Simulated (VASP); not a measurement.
# Si2Ge (Pm) in VASP: single point with PBE

Aim: the single point of Si2Ge with PBE.

Program: VASP 6.6.1. These are calculated values, not measurements. Logs are shortened: lines on timing, memory, paths and dates and some standing lists are left out, and cuts for length are marked.

## (1) The cell of the first run

It takes space group Pm (No. 6, monoclinic). Conventional cell: a = 5.513 Å, b = 2.545 Å, c = 14.046 Å, α = 90.00°, β = 90.70°, γ = 90.00°. Si (site symmetry m) has 8 Si at 2.54 to 2.76 Å within 3.4 Å. Si (site symmetry m) has 8 Si at 2.54 to 2.76 Å within 3.4 Å. Si (site symmetry m) has 6 Si at 2.54 to 2.80 Å and 2 Ge at 2.77 to 2.79 Å within 3.4 Å. Si (site symmetry m) has 6 Si at 2.54 to 2.80 Å and 2 Ge at 2.72 to 2.86 Å within 3.4 Å. Si (site symmetry m) has 6 Si at 2.54 to 2.77 Å and 2 Ge at 2.72 to 2.86 Å within 3.4 Å. Within 3.4 Å of Si (site symmetry m) lie 6 Si at 2.54 to 2.77 Å and 2 Ge at 2.78 to 2.80 Å. Si (site symmetry m) has 4 Si at 2.54 to 2.88 Å and 4 Ge at 2.73 to 2.77 Å within 3.4 Å. Within 3.4 Å of Si (site symmetry m) lie 4 Si at 2.54 to 2.88 Å and 4 Ge at 2.73 to 2.79 Å.

## (2) Single point, PBE

INCAR reads:

```
PREC = Accurate
ENCUT = 520
EDIFF = 1E-6
ISMEAR = 0
SIGMA = 0.1
LREAL = False
LASPH = True
NELM = 60
ALGO = Normal
ISIF = 2
LWAVE = False
LCHARG = True
GGA = PE
LELF = True
LVHAR = True
NBANDS = 56
```

KPOINTS reads:

```
Automatic mesh
0
Gamma
  4 6 2
```

POSCAR reads:

```
Si2Ge
1.0
    5.5128242013      0.0000000000      0.0521803630
    0.0000000000      2.5448136322      0.0000000000
   -0.3053720438      0.0000000000     14.0422078972
Si Ge
8 4
Direct
    0.3751449325      0.0000000000      0.9990264806
    0.8755465755      0.0000000000      0.0008796295
    0.1177980892      0.0000000000      0.8410395693
    0.6250321115      0.0000000000      0.8424129876
    0.1298036881      0.0000000000      0.1579444545
    0.6274177644      0.0000000000      0.1583198811
    0.1356661292      0.0000000000      0.5006463040
    0.6137589831      0.0000000000      0.4992076480
    0.3773889639      0.0000000000      0.6736725798
    0.8762141241      0.0000000000      0.6652837675
    0.3731053684      0.0000000000      0.3278162922
    0.8731232702      0.0000000000      0.3337504060
```

Potentials or basis: VASP PAW PBE potentials, release 64 (Si, Ge_d).

Launch:

```sh
> cat potpaw_PBE.64/Si/POTCAR potpaw_PBE.64/Ge_d/POTCAR > POTCAR
> mpirun -np 1 vasp_std > vasp.out
```

OUTCAR:

```text
PREC = Accurate
   ENCUT = 520
   EDIFF = 1E-6
   ISMEAR = 0
   LREAL = False
   LASPH = True
   NELM = 60
   ISIF = 2
   GGA = PE

 ion  position               nearest neighbor table
   1  0.375  0.000  0.999-   4 2.61   3 2.62   6 2.62   5 2.62   2 2.75   2 2.76
   2  0.876  0.000  0.001-   5 2.60   4 2.60   6 2.61   3 2.63   1 2.75   1 2.76
   3  0.118  0.000  0.841-   1 2.62   2 2.63   4 2.72   9 2.77  10 2.79   4 2.80
   4  0.625  0.000  0.842-   2 2.60   1 2.61   3 2.72   9 2.72   3 2.80  10 2.86
   5  0.130  0.000  0.158-   2 2.60   1 2.62  11 2.72   6 2.74   6 2.77  12 2.86
   6  0.627  0.000  0.158-   2 2.61   1 2.62   5 2.74   5 2.77  11 2.78  12 2.80
   7  0.136  0.000  0.501-   8 2.64  10 2.73  12 2.74   9 2.76  11 2.77   8 2.88
   8  0.614  0.000  0.499-   7 2.64  10 2.73  11 2.73  12 2.74   9 2.79   7 2.88
   9  0.377  0.000  0.674-   4 2.72  10 2.75   7 2.76  10 2.76   3 2.77   8 2.79
  10  0.876  0.000  0.665-   8 2.73   7 2.73   9 2.75   9 2.76   3 2.79   4 2.86
  11  0.373  0.000  0.328-   5 2.72   8 2.73  12 2.76  12 2.76   7 2.77   6 2.78
  12  0.873  0.000  0.334-   7 2.74   8 2.74  11 2.76  11 2.76   6 2.80   5 2.86

  LATTYP: Found a simple monoclinic cell.
 ALAT       =     5.5130711464
 B/A-ratio  =     0.4615963706
 C/A-ratio  =     2.5476776107
 COS(beta)  =    -0.0122780039

  Lattice vectors:

 A1 = (   5.5128242013,   0.0000000000,   0.0521803630)
 A2 = (   0.0000000000,   2.5448136322,   0.0000000000)
 A3 = (  -0.3053720438,   0.0000000000,  14.0422078972)

Analysis of symmetry for initial positions (statically):
=====================================================================
 Subroutine PRICEL returns:
 Original cell was already a primitive cell.

 Routine SETGRP: Setting up the symmetry group for a
 simple monoclinic supercell.

 Subroutine GETGRP returns: Found  2 space group operations
 (whereof  2 operations were pure point group operations)
 out of a pool of  4 trial point group operations.

The static configuration has the point symmetry C_1h.

Analysis of symmetry for dynamics (positions and initial velocities):
=====================================================================
 Subroutine PRICEL returns:
 Original cell was already a primitive cell.

 Routine SETGRP: Setting up the symmetry group for a
 simple monoclinic supercell.

 Subroutine GETGRP returns: Found  2 space group operations
 (whereof  2 operations were pure point group operations)
 out of a pool of  4 trial point group operations.

The dynamic configuration has the point symmetry C_1h.

 Subroutine INISYM returns: Found  2 space group operations
 (whereof  2 operations are pure point group operations),
 and found     1 'primitive' translations

----------------------------------------------------------------------------------------

                                     Primitive cell

  volume of cell :     197.0402

  direct lattice vectors                    reciprocal lattice vectors
     5.512824201  0.000000000  0.052180363     0.181357897  0.000000000  0.003943940
     0.000000000  2.544813632  0.000000000     0.000000000  0.392956084  0.000000000
    -0.305372044  0.000000000 14.042207897    -0.000673920  0.000000000  0.071199217

  length of vectors
     5.513071146  2.544813632 14.045527926     0.181400776  0.392956084  0.071202406

  position of ions in fractional coordinates (direct lattice)
     0.375144932  0.000000000  0.999026481
     0.875546576  0.000000000  0.000879629
     0.117798089  0.000000000  0.841039569
     0.625032111  0.000000000  0.842412988
     0.129803688  0.000000000  0.157944454
     0.627417764  0.000000000  0.158319881
     0.135666129  0.000000000  0.500646304
     0.613758983  0.000000000  0.499207648
     0.377388964  0.000000000  0.673672580
     0.876214124  0.000000000  0.665283768
     0.373105368  0.000000000  0.327816292
     0.873123270  0.000000000  0.333750406

  ion indices of the primitive-cell ions
   primitive index   ion index
                 1           1
                 2           2
                 3           3
                 4           4
                 5           5
                 6           6
                 7           7
                 8           8
                 9           9
                10          10
                11          11
                12          12

----------------------------------------------------------------------------------------

 KPOINTS: Automatic mesh

Automatic generation of k-mesh.
 Grid dimensions read from file:
 generate k-points for:    4    6    2

 Generating k-lattice:

  Cartesian coordinates                     Fractional coordinates (reciprocal lattice)
     0.045339474  0.000000000  0.000985985     0.250000000  0.000000000  0.000000000
     0.000000000  0.065492681  0.000000000     0.000000000  0.166666667  0.000000000
    -0.000336960  0.000000000  0.035599608    -0.000000000  0.000000000  0.500000000

  Length of vectors
     0.045350194  0.065492681  0.035601203

  Shift w.r.t. Gamma in fractional coordinates (k-lattice)
     0.000000000  0.000000000  0.000000000

 Subroutine IBZKPT returns following result:
 ===========================================

 Found     24 irreducible k-points:

 Following reciprocal coordinates:
            Coordinates               Weight
  0.000000  0.000000  0.000000      1.000000
  0.250000  0.000000  0.000000      2.000000
  0.500000  0.000000  0.000000      1.000000
  0.000000  0.166667  0.000000      2.000000
  0.250000  0.166667  0.000000      4.000000
  0.500000  0.166667  0.000000      2.000000
[... 16 lines left out ...]
  0.250000  0.500000  0.500000      2.000000
  0.500000  0.500000  0.500000      1.000000
   k-points           NKPTS =     24   k-points in BZ     NKDIM =     24   number of bands    NBANDS=     56
   number of dos      NEDOS =    301   number of ions     NIONS =     12
   total plane-waves  NPLWV =  90720
   dimension x,y,z NGX =    42 NGY =   20 NGZ =  108
   dimension x,y,z NGXF=    84 NGYF=   40 NGZF=  216
   ions per type =               8   4
   NGX,Y,Z   is equivalent  to a cutoff of  12.67, 13.07, 12.78 a.u.
   NGXF,Y,Z  is equivalent  to a cutoff of  25.33, 26.13, 25.57 a.u.
 SYSTEM =  unknown system
   PREC   = accura    normal or accurate (medium, high low for compatibility)
   ISTART =      0    job   : 0-new  1-cont  2-samecut
   ICHARG =      2    charge: 1-file 2-atom 10-const
   ISPIN  =      1    spin polarized calculation?
   LNONCOLLINEAR =      F non collinear calculations
   LSORBIT =      F    spin-orbit coupling
   LASPH  =      T    aspherical Exc in radial PAW
   ENCUT  =  520.0 eV  38.22 Ry    6.18 a.u.  10.25  4.73 26.12*2*pi/ulx,y,z
   NELM   =     60;   NELMIN=  2; NELMDL= -5     # of ELM steps
   EDIFF  = 0.1E-05   stopping-criterion for ELM
   LREAL  =      F    real-space projection
   EDIFFG = 0.1E-04   stopping-criterion for IOM
   NSW    =      0    number of steps for IOM
   IBRION =     -1    ionic relax: 0-MD 1-quasi-New 2-CG
   NFREE  =      0    steps in history (QN), initial steepest desc. (CG)
   ISIF   =      2    stress and relaxation
   ISYM   =      2    0-nonsym 1-usesym 2-fastsym
   POTIM  = 0.5000    time-step for ionic-motion
   TEBEG  =    0.0;   TEEND  =   0.0 temperature during run
   PSTRESS=    0.0 pullay stress
   NELECT =      88.0000    total number of electrons
   NUPDOWN=      -1.0000    fix difference up-down
   EMIN   =  10.00;   EMAX   =-10.00  energy-range for DOS
   EFERMI =   0.00;   METHOD = LEGACY
   ISMEAR =     0;   SIGMA  =   0.10  broadening in eV -4-tet -1-fermi 0-gaus
   EFERMI_NEDOS =   21; number of points for ismear=-14 and -15
   IALGO  =     38    algorithm
   IMIX   =      4    mixing-type and parameters
     AMIX     =   0.40;   BMIX     =  1.00
     AMIX_MAG =   1.60;   BMIX_MAG =  1.00
  volume/ion in A,a.u.               =      16.42       110.81
  Fermi-wavevector in a.u.,A,eV,Ry     =   1.251365  2.364737 21.305566  1.565915
  Thomas-Fermi vector in A             =   2.385316
   LORBIT       =      0    0 simple, 1 ext, 2 COOP (PROOUT), +10 PAW based schemes
   GGA     = PE    functional components
   LHFCALC =     F    Hartree Fock is set to
   AEXX    =    0.0000 exact exchange contribution
   IVDW    =     0    specifies the selected vdW correction
   LEPSILON=     F    determine dielectric tensor
   LRPA    =     F    only Hartree local field effects (RPA)
 non-spin polarized calculation
 Gauss-broadening in eV      SIGMA  =   0.10
  energy-cutoff  :      520.00
  volume of cell :      197.04
 maximum number of plane-waves:      5344
 NGX is ok and might be reduce to    42
   NGX = 21   NGY =  9   NGZ = 53

 number of electron      87.9999984 magnetization

 Free energy of the ion-electron system (eV)
  ---------------------------------------------------
  ext. energy  EPLUGINS =         0.00000000
  ---------------------------------------------------
  free energy    TOTEN  =       -58.11882699 eV

  energy without entropy =      -58.10196857  energy(sigma->0) =      -58.11039778

 E-fermi :   8.3972     XC(G=0): -11.0571

 val. band max:        8.3513631830   @ k =   0.5000   0.1667   0.0000
 cond. band min:       8.4031545613   @ k =   0.5000   0.1667   0.0000
 fundamental gap:      0.0517913784
 Fermi energy:         8.3971734555

 k-point     1 :       0.0000    0.0000    0.0000
  band No.  band energies     occupation
      1     -16.5700      2.00000
      2     -16.5668      2.00000
      3     -16.5178      2.00000
      4     -16.5167      2.00000
      5     -16.4473      2.00000
      6     -16.4445      2.00000
[... 48 lines left out ...]
     55      15.2598      0.00000
     56      15.3048      0.00000

 k-point     2 :       0.2500    0.0000    0.0000
  band No.  band energies     occupation
      1     -16.5589      2.00000
      2     -16.5555      2.00000
      3     -16.5212      2.00000
      4     -16.5206      2.00000
      5     -16.4333      2.00000
      6     -16.4312      2.00000
[... 48 lines left out ...]
     55      14.2706      0.00000
     56      15.7649      0.00000

 k-point     3 :       0.5000    0.0000    0.0000
  band No.  band energies     occupation
      1     -16.5451      2.00000
      2     -16.5394      2.00000
      3     -16.5295      2.00000
      4     -16.5275      2.00000
      5     -16.3984      2.00000
      6     -16.3966      2.00000
[... 1172 lines left out ...]
 k-point    23 :       0.2500    0.5000    0.5000
  band No.  band energies     occupation
      1     -16.4434      2.00000
      2     -16.4403      2.00000
      3     -16.4236      2.00000
      4     -16.4212      2.00000
      5     -16.4162      2.00000
      6     -16.4111      2.00000
[... 48 lines left out ...]
     55      11.3022      0.00000
     56      11.3615      0.00000

 k-point    24 :       0.5000    0.5000    0.5000
  band No.  band energies     occupation
      1     -16.4215      2.00000
      2     -16.4162      2.00000
      3     -16.4154      2.00000
      4     -16.4102      2.00000
      5     -16.4041      2.00000
      6     -16.4034      2.00000
[... 48 lines left out ...]
     55      11.3734      0.00000
     56      11.4886      0.00000

------------------------ aborting loop because EDIFF is reached ----------------------------------------

  FORCE on cell =-STRESS in cart. coord.  units (eV):
  Direction    XX          YY          ZZ          XY          YZ          ZX
  --------------------------------------------------------------------------------------
  -------------------------------------------------------------------------------------
  Total       -0.1057065     -0.0389891     -0.1497754      0.0000000      0.0000000     -0.0110657
  in kB       -0.8595229     -0.3170287     -1.2178568      0.0000000      0.0000000     -0.0899776
  external PRESSURE =      -0.7981361 kB  Pullay stress =       0.0000000 kB

 VOLUME and BASIS-vectors are now :
 -----------------------------------------------------------------------------
  energy-cutoff  :      520.00
  volume of cell :      197.04
      direct lattice vectors                 reciprocal lattice vectors
     5.512824201  0.000000000  0.052180363     0.181357897  0.000000000  0.003943940
     0.000000000  2.544813632  0.000000000     0.000000000  0.392956084  0.000000000
    -0.305372044  0.000000000 14.042207897    -0.000673920  0.000000000  0.071199217

 POSITION                                       TOTAL-FORCE (eV/Angst)
 -----------------------------------------------------------------------------------
      1.76303      0.00000     14.04811        -0.000709      0.000000      0.006226
      4.82647      0.00000      0.05804        -0.004463      0.000000      0.000746
      0.39257      0.00000     11.81620         0.005906      0.000000      0.003750
      3.18844      0.00000     11.86195        -0.002402      0.000000      0.003499
      0.66735      0.00000      2.22466         0.000996      0.000000     -0.006745
      3.41050      0.00000      2.25590         0.001152      0.000000     -0.003410
      0.59502      0.00000      7.03726        -0.003098      0.000000      0.004609
      3.23110      0.00000      7.04200         0.007341      0.000000      0.004027
      1.87476      0.00000      9.47954        -0.008176      0.000000      0.003942
      4.62726      0.00000      9.38777         0.005629      0.000000     -0.009153
      1.95676      0.00000      4.62273        -0.005488      0.000000     -0.014349
      4.71146      0.00000      4.73215         0.003312      0.000000      0.006858
 -----------------------------------------------------------------------------------
    total drift:                                0.000160      0.000000      0.001212

  FREE ENERGIE OF THE ION-ELECTRON SYSTEM (eV)
  ---------------------------------------------------
  free  energy   TOTEN  =       -58.1188269922 eV

  energy  without entropy=      -58.1019685692  energy(sigma->0) =      -58.11039778
```

It took 3.1 min on 1 thread of Intel Xeon 6975P-C (Granite Rapids), shared host; peak memory 0.41 GiB.

What came out:

```yaml
Free_energy: -58.1188 eV
Pressure: -0.1 GPa
Largest_force: 0.015 eV/Å
Band_gap_on_the_k_mesh: zero (band 44 reaches 10.67 eV, above the bottom of band 45 at 6.06 eV)
```

Forces in eV/Å, atoms in the order of the input:
```
Si  -0.001  0.000  0.006
Si  -0.004  0.000  0.001
Si   0.006  0.000  0.004
Si  -0.002  0.000  0.003
Si   0.001  0.000 -0.007
Si   0.001  0.000 -0.003
Si  -0.003  0.000  0.005
Si   0.007  0.000  0.004
Ge  -0.008  0.000  0.004
Ge   0.006  0.000 -0.009
Ge  -0.005  0.000 -0.014
Ge   0.003  0.000  0.007
```

Caveat: the k points lie up to 0.41 Å⁻¹ apart.
